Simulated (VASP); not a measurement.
# CuO (C2/c) in VASP: notebook, part 2 of 2

VASP 6.6.1. Earlier steps stand in the parts before.

## (4) Single point, PBE

Input file INCAR:

```
SYSTEM = CuO
ALGO = Normal
EDIFF = 1E-6
ENCUT = 520
GGA = PE
ISIF = 2
ISMEAR = 0
LASPH = .True.
LCHARG = .False.
LREAL = .False.
LWAVE = .False.
NBANDS = 25
NELM = 60
PREC = Accurate
SIGMA = 0.019000000000000003
```

Input file KPOINTS:

```
k-points
0
Gamma
  10 10 5
  0 0 0
```

Input file POSCAR:

```
CuO
1.0
    2.3418500000     -1.7113000000      0.0000000000
    2.3418500000      1.7113000000      0.0000000000
   -0.8500274268      0.0000000000      5.0578693947
Cu O
2 2
Direct
    0.5000000000      0.0000000000      0.5000000000
    0.0000000000      0.5000000000      0.0000000000
    0.4184000000      0.5816000000      0.7500000000
    0.5816000000      0.4184000000      0.2500000000
```

Potentials or basis: VASP PAW PBE potentials, release 64 (Cu, O).

The run is started by

```sh
$ cat potpaw_PBE.64/Cu/POTCAR potpaw_PBE.64/O/POTCAR > POTCAR
$ mpirun -np 1 vasp_std > vasp.out
```

OUTCAR:

```text
SYSTEM = CuO
   EDIFF = 1E-6
   ENCUT = 520
   GGA = PE
   ISIF = 2
   ISMEAR = 0
   LASPH = .True.
   LREAL = .False.
   NELM = 60
   PREC = Accurate

 ion  position               nearest neighbor table
   1  0.500  0.000  0.500-   3 1.95   4 1.95   4 1.96   3 1.96
   2  0.000  0.500  0.000-   4 1.95   3 1.95   4 1.96   3 1.96
   3  0.418  0.582  0.750-   2 1.95   1 1.95   2 1.96   1 1.96
   4  0.582  0.418  0.250-   1 1.95   2 1.95   2 1.96   1 1.96

[... 876 lines left out ...]
  FORCE on cell =-STRESS in cart. coord.  units (eV):
  Direction    XX          YY          ZZ          XY          YZ          ZX
  --------------------------------------------------------------------------------------
  -------------------------------------------------------------------------------------
  Total        1.6119757      1.8360525      1.4327892      0.0000000      0.0000000     -0.3423746
  in kB       63.7068664     72.5626038     56.6252386      0.0000000      0.0000000    -13.5309807
  external PRESSURE =      64.2982363 kB  Pullay stress =       0.0000000 kB

 VOLUME and BASIS-vectors are now :
 -----------------------------------------------------------------------------
  energy-cutoff  :      520.00
  volume of cell :       40.54
      direct lattice vectors                 reciprocal lattice vectors
     2.341850000 -1.711300000  0.000000000     0.213506416 -0.292175539  0.035881968
     2.341850000  1.711300000  0.000000000     0.213506416  0.292175539  0.035881968
    -0.850027427  0.000000000  5.057869395     0.000000000  0.000000000  0.197711709

 POSITION                                       TOTAL-FORCE (eV/Angst)
 -----------------------------------------------------------------------------------
      0.74591     -0.85565      2.52893        -0.000000     -0.000000      0.000000
      1.17092      0.85565      0.00000        -0.000000     -0.000000      0.000000
      1.70433      0.27928      3.79340         0.000000     -0.218376      0.000000
      2.12934     -0.27928      1.26447        -0.000000      0.218376      0.000000
 -----------------------------------------------------------------------------------
    total drift:                                0.000000      0.000000     -0.000000

  FREE ENERGIE OF THE ION-ELECTRON SYSTEM (eV)
  ---------------------------------------------------
  free  energy   TOTEN  =       -19.5213682338 eV

  energy  without entropy=      -19.5209000536  energy(sigma->0) =      -19.52113414
```

OSZICAR:

```text
N       E                     dE             d eps       ncg     rms          rms(c)
DAV:   1     0.295677285525E+03    0.29568E+03   -0.16337E+04  7466   0.216E+03
DAV:   2     0.105707770831E+02   -0.28511E+03   -0.26256E+03  7252   0.397E+02
DAV:   3    -0.244456266386E+02   -0.35016E+02   -0.33159E+02  8647   0.154E+02
DAV:   4    -0.256142451531E+02   -0.11686E+01   -0.11629E+01  8630   0.303E+01
DAV:   5    -0.256374563491E+02   -0.23211E-01   -0.23203E-01  9182   0.378E+00    0.174E+01
DAV:   6    -0.229380804487E+02    0.26994E+01   -0.34986E+01 10069   0.149E+02    0.132E+01
DAV:   7    -0.194586178023E+02    0.34795E+01   -0.97540E+00  8545   0.114E+02    0.259E+00
DAV:   8    -0.195563487840E+02   -0.97731E-01   -0.15026E+00  7455   0.843E+00    0.161E+00
DAV:   9    -0.195255783835E+02    0.30770E-01   -0.57476E-02 12151   0.637E+00    0.496E-01
DAV:  10    -0.195218808633E+02    0.36975E-02   -0.12851E-02 10552   0.181E+00    0.320E-01
DAV:  11    -0.195213063782E+02    0.57449E-03   -0.59137E-03 10751   0.709E-01    0.489E-02
DAV:  12    -0.195213320189E+02   -0.25641E-04   -0.26750E-04  8828   0.178E-01    0.278E-02
DAV:  13    -0.195213699133E+02   -0.37894E-04   -0.48229E-05 10683   0.771E-02    0.108E-02
DAV:  14    -0.195213683463E+02    0.15670E-05   -0.82853E-07  6193   0.340E-02    0.569E-03
DAV:  15    -0.195213682338E+02    0.11251E-06   -0.30371E-06  6352   0.164E-02
   1 F= -.19521368E+02 E0= -.19521134E+02  d E =-.468180E-03
```

Wall time 83 s (1 thread of AMD EPYC 9R45 (Zen 5), shared host); peak memory 0.22 GiB.

Results:

```
Free energy            : -19.5214 eV
Pressure               : 6.4 GPa
Largest force          : 0.218 eV/Å
Band gap on the k mesh : zero (bands 17 and 18 overlap by 0.60 eV)
```

Forces in eV/Å, atoms in the order of the input:
```
Cu   0.000  0.000  0.000
Cu   0.000  0.000  0.000
O    0.000 -0.218  0.000
O    0.000  0.218  0.000
```

Levels at points of the mesh, in eV from the Fermi level:
```
           k point  band 15  band 16  band 17  band 18  band 19  band 20
(0.00, 0.00, 0.00)    -2.16    -1.66     0.22     0.95     1.73     6.06
(0.50, 0.00, 0.00)    -1.51    -1.41     0.01     0.26     4.89     6.34
(0.50, 0.50, 0.00)    -1.67    -1.22    -0.66     1.08     3.37     7.13
```

Caveat: the cell stands under pressure; semilocal functionals often make such compounds metallic where correlation or magnetic order opens a gap, which also shifts bond lengths.

## (5) Single point, PBE

Input file INCAR:

```
SYSTEM = CuO
ALGO     = Normal         ! electronic algorithm
EDIFF    = 1E-6           ! SCF threshold, eV
ENCUT    = 520            ! plane-wave cutoff, eV
GGA      = PE             ! functional
ISIF     = 2              ! what is computed and relaxed
ISMEAR   = 0              ! smearing method
LASPH    = .TRUE.         ! aspherical terms in the spheres
LCHARG   = .FALSE.        ! write CHGCAR
LREAL    = .FALSE.        ! projectors in reciprocal space
LWAVE    = .FALSE.        ! write WAVECAR
NBANDS   = 25             ! bands
NELM     = 100            ! most SCF steps
PREC     = Accurate       ! precision mode
SIGMA    = 0.020999999999999998 ! smearing width, eV
```

Input file KPOINTS:

```
k-points
0
G
  10 10 5
  0 0 0
```

POSCAR is that of step 4.

Potentials or basis: VASP PAW PBE potentials, release 64 (Cu, O).

The run is started by

```sh
$ cat potpaw_PBE.64/Cu/POTCAR potpaw_PBE.64/O/POTCAR > POTCAR
$ mpirun -np 1 vasp_std > vasp.out
```

OUTCAR:

```text
SYSTEM = CuO
   EDIFF = 1E-6
   ENCUT = 520
   GGA = PE
   ISIF = 2
   ISMEAR = 0
   LASPH = .TRUE.
   LREAL = .FALSE.
   NELM = 100
   PREC = Accurate

 ion  position               nearest neighbor table
   1  0.500  0.000  0.500-   3 1.95   4 1.95   4 1.96   3 1.96
   2  0.000  0.500  0.000-   4 1.95   3 1.95   4 1.96   3 1.96
   3  0.418  0.582  0.750-   2 1.95   1 1.95   2 1.96   1 1.96
   4  0.582  0.418  0.250-   1 1.95   2 1.95   2 1.96   1 1.96

  LATTYP: Found a base centered monoclinic cell.
 ALAT       =     4.6837000000
 B/A-ratio  =     0.7307470589
 C/A-ratio  =     1.0950317057
 COS(beta)  =    -0.1657361228

  Lattice vectors:

 A1 = (   2.3418500000,  -1.7113000000,   0.0000000000)
 A2 = (   2.3418500000,   1.7113000000,   0.0000000000)
 A3 = (  -0.8500274268,   0.0000000000,   5.0578693947)

Analysis of symmetry for initial positions (statically):
=====================================================================
 Subroutine PRICEL returns:
 Original cell was already a primitive cell.

 Routine SETGRP: Setting up the symmetry group for a
 base centered monoclinic supercell.

 Subroutine GETGRP returns: Found  4 space group operations
 (whereof  2 operations were pure point group operations)
 out of a pool of  4 trial point group operations.

The static configuration has the point symmetry S_2 .
 The point group associated with its full space group is C_2h.

Analysis of symmetry for dynamics (positions and initial velocities):
=====================================================================
 Subroutine PRICEL returns:
 Original cell was already a primitive cell.

 Routine SETGRP: Setting up the symmetry group for a
 base centered monoclinic supercell.

[... 123 lines left out ...]
   EFERMI =   0.00;   METHOD = LEGACY
   ISMEAR =     0;   SIGMA  =   0.02  broadening in eV -4-tet -1-fermi 0-gaus
   EFERMI_NEDOS =   21; number of points for ismear=-14 and -15
   IALGO  =     38    algorithm
   IMIX   =      4    mixing-type and parameters
     AMIX     =   0.40;   BMIX     =  1.00
     AMIX_MAG =   1.60;   BMIX_MAG =  1.00
  volume/ion in A,a.u.               =      10.13        68.39
  Fermi-wavevector in a.u.,A,eV,Ry     =   1.543856  2.917465 32.429379  2.383492
  Thomas-Fermi vector in A             =   2.649460
   LORBIT       =      0    0 simple, 1 ext, 2 COOP (PROOUT), +10 PAW based schemes
   GGA     = PE    functional components
   LHFCALC =     F    Hartree Fock is set to
   AEXX    =    0.0000 exact exchange contribution
   IVDW    =     0    specifies the selected vdW correction
   LEPSILON=     F    determine dielectric tensor
   LRPA    =     F    only Hartree local field effects (RPA)
 non-spin polarized calculation
 Gauss-broadening in eV      SIGMA  =   0.02
  energy-cutoff  :      520.00
  volume of cell :       40.54
 maximum number of plane-waves:      1129
 NGX is ok and might be reduce to    24
   NGX = 11   NGY = 11   NGZ = 19

 number of electron      34.0000001 magnetization

 Free energy of the ion-electron system (eV)
  ---------------------------------------------------
  ext. energy  EPLUGINS =         0.00000000
  ---------------------------------------------------
  free energy    TOTEN  =       -19.52142022 eV

  energy without entropy =      -19.52084649  energy(sigma->0) =      -19.52113335

 E-fermi :   5.7114     XC(G=0): -11.9151

 val. band max:        5.7037689099   @ k =  -0.4000   0.2000   0.4000
 cond. band min:       5.7217157689   @ k =   0.5000   0.2000   0.4000
 fundamental gap:      0.0179468589
 Fermi energy:         5.7114406542

 k-point     1 :       0.0000    0.0000    0.0000
  band No.  band energies     occupation
      1     -14.2151      2.00000
      2     -12.8888      2.00000
      3      -2.4338      2.00000
      4       0.1579      2.00000
      5       0.5541      2.00000
      6       2.4021      2.00000
[... 661 lines left out ...]
     24      19.0982      0.00000
     25      20.1579      0.00000

 [... further k-points ...]

------------------------ aborting loop because EDIFF is reached ----------------------------------------

  FORCE on cell =-STRESS in cart. coord.  units (eV):
  Direction    XX          YY          ZZ          XY          YZ          ZX
  --------------------------------------------------------------------------------------
  -------------------------------------------------------------------------------------
  Total        1.6113928      1.8364418      1.4331798      0.0000000      0.0000000     -0.3414254
  in kB       63.6838289     72.5779888     56.6406755      0.0000000      0.0000000    -13.4934672
  external PRESSURE =      64.3008310 kB  Pullay stress =       0.0000000 kB

 VOLUME and BASIS-vectors are now :
 -----------------------------------------------------------------------------
  energy-cutoff  :      520.00
  volume of cell :       40.54
      direct lattice vectors                 reciprocal lattice vectors
     2.341850000 -1.711300000  0.000000000     0.213506416 -0.292175539  0.035881968
     2.341850000  1.711300000  0.000000000     0.213506416  0.292175539  0.035881968
    -0.850027427  0.000000000  5.057869395     0.000000000  0.000000000  0.197711709

 POSITION                                       TOTAL-FORCE (eV/Angst)
 -----------------------------------------------------------------------------------
      0.74591     -0.85565      2.52893        -0.000000      0.000000      0.000000
      1.17092      0.85565      0.00000        -0.000000      0.000000      0.000000
      1.70433      0.27928      3.79340         0.000000     -0.218187      0.000000
      2.12934     -0.27928      1.26447        -0.000000      0.218187      0.000000
 -----------------------------------------------------------------------------------
    total drift:                                0.000000      0.000000     -0.000000

  FREE ENERGIE OF THE ION-ELECTRON SYSTEM (eV)
  ---------------------------------------------------
  free  energy   TOTEN  =       -19.5214202166 eV

  energy  without entropy=      -19.5208464896  energy(sigma->0) =      -19.52113335
```

stdout:

```text
POSCAR found type information on POSCAR CuO
 POSCAR found :  2 types and       4 ions
 scaLAPACK will be used
 LDA part: xc-table for (Slater+PW92), standard interpolation
 POSCAR, INCAR and KPOINTS ok, starting setup
 FFT: planning ... GRIDC
 FFT: planning ... GRID_SOFT
 FFT: planning ... GRID
 WAVECAR not read
 entering main loop
```

It took 80 s on 1 thread of AMD EPYC 9R45 (Zen 5), shared host; peak memory 0.22 GiB.

Results:

```yaml
Free_energy: -19.5214 eV
Pressure: 6.4 GPa
Largest_force: 0.218 eV/Å
Band_gap_on_the_k_mesh: zero (bands 17 and 18 overlap by 0.60 eV)
```

Forces on the atoms (eV/Å):
```
Cu   0.000  0.000  0.000
Cu   0.000  0.000  0.000
O    0.000 -0.218  0.000
O    0.000  0.218  0.000
```

Caveat: the cell stands under pressure; semilocal functionals often make such compounds metallic where correlation or magnetic order opens a gap, which also shifts bond lengths. With open d or f shells a metallic result of PBE can be an artefact of self-interaction; +U or a hybrid may open a gap.

## (6) Single point, PBE

Input file INCAR:

```
SYSTEM = CuO
PREC = Accurate
ENCUT = 520
EDIFF = 1E-6
ISMEAR = 0
SIGMA = 0.024
LREAL = .FALSE.
LASPH = .TRUE.
NELM = 60
ALGO = Normal
ISIF = 2
LWAVE = .FALSE.
LCHARG = .FALSE.
GGA = PE
NBANDS = 25
```

Input file KPOINTS:

```
Automatic mesh
0
G
  10 10 5
  0 0 0
```

POSCAR is that of step 5.

Potentials or basis: VASP PAW PBE potentials, release 64 (Cu, O).

The run is started by

```sh
$ cat potpaw_PBE.64/Cu/POTCAR potpaw_PBE.64/O/POTCAR > POTCAR
$ mpirun -np 1 vasp_std > vasp.out
```

OUTCAR:

```text
SYSTEM = CuO
   PREC = Accurate
   ENCUT = 520
   EDIFF = 1E-6
   ISMEAR = 0
   LREAL = .FALSE.
   LASPH = .TRUE.
   NELM = 60
   ISIF = 2
   GGA = PE

 ion  position               nearest neighbor table
   1  0.500  0.000  0.500-   3 1.95   4 1.95   4 1.96   3 1.96
   2  0.000  0.500  0.000-   4 1.95   3 1.95   4 1.96   3 1.96
   3  0.418  0.582  0.750-   2 1.95   1 1.95   2 1.96   1 1.96
   4  0.582  0.418  0.250-   1 1.95   2 1.95   2 1.96   1 1.96

  LATTYP: Found a base centered monoclinic cell.
 ALAT       =     4.6837000000
 B/A-ratio  =     0.7307470589
 C/A-ratio  =     1.0950317057
[... 874 lines left out ...]
  --------------------------------------------------------------------------------------
  -------------------------------------------------------------------------------------
  Total        1.6106193      1.8370982      1.4337549      0.0000000      0.0000000     -0.3400316
  in kB       63.6532609     72.6039298     56.6634039      0.0000000      0.0000000    -13.4383843
  external PRESSURE =      64.3068649 kB  Pullay stress =       0.0000000 kB

 VOLUME and BASIS-vectors are now :
 -----------------------------------------------------------------------------
  energy-cutoff  :      520.00
  volume of cell :       40.54
      direct lattice vectors                 reciprocal lattice vectors
     2.341850000 -1.711300000  0.000000000     0.213506416 -0.292175539  0.035881968
     2.341850000  1.711300000  0.000000000     0.213506416  0.292175539  0.035881968
    -0.850027427  0.000000000  5.057869395     0.000000000  0.000000000  0.197711709

 POSITION                                       TOTAL-FORCE (eV/Angst)
 -----------------------------------------------------------------------------------
      0.74591     -0.85565      2.52893        -0.000000      0.000000     -0.000000
      1.17092      0.85565      0.00000        -0.000000      0.000000     -0.000000
      1.70433      0.27928      3.79340        -0.000000     -0.217978      0.000000
      2.12934     -0.27928      1.26447         0.000000      0.217978     -0.000000
 -----------------------------------------------------------------------------------
    total drift:                                0.000000      0.000000     -0.000000

  FREE ENERGIE OF THE ION-ELECTRON SYSTEM (eV)
  ---------------------------------------------------
  free  energy   TOTEN  =       -19.5215079978 eV

  energy  without entropy=      -19.5207595388  energy(sigma->0) =      -19.52113377
```

Wall time 78 s (1 thread of AMD EPYC 9R45 (Zen 5), shared host); peak memory 0.22 GiB.

Results:

```yaml
Free_energy: -19.5215 eV
Pressure: 6.4 GPa
Largest_force: 0.218 eV/Å
Band_gap_on_the_k_mesh: zero (bands 17 and 18 overlap by 0.60 eV)
```

Forces in eV/Å, atoms in the order of the input:
```
Cu   0.000  0.000  0.000
Cu   0.000  0.000  0.000
O    0.000 -0.218  0.000
O    0.000  0.218  0.000
```

Stress tensor (GPa, compression positive):
```
 6.37  0.00 -1.34
 0.00  7.26  0.00
-1.34  0.00  5.67
```

Caveat: the cell stands under pressure; semilocal functionals often make such compounds metallic where correlation or magnetic order opens a gap, which also shifts bond lengths. With open d or f shells a metallic result of PBE can be an artefact of self-interaction; +U or a hybrid may open a gap.

## (7) The runs side by side

```csv
smearing,gap on the mesh (eV),pressure (GPa),largest force (eV/Å)
gaussian 0.017 eV,none,6.4,0.22
gaussian 0.018 eV,none,6.4,0.22
gaussian 0.019 eV,none,6.4,0.22
gaussian 0.021 eV,none,6.4,0.22
gaussian 0.024 eV,none,6.4,0.22
```

Alike in all rows: task single point; level PBE; potentials or basis VASP PAW PBE potentials, release 64 (Cu, O); no spin polarisation; cell as given; k mesh 10 × 10 × 5; cutoff (eV) 520.

Caveats: the cell stands under pressure; semilocal functionals often make such compounds metallic where correlation or magnetic order opens a gap, which also shifts bond lengths.

Total energies depend on the potentials used, so only differences within one code and one set of settings carry meaning.
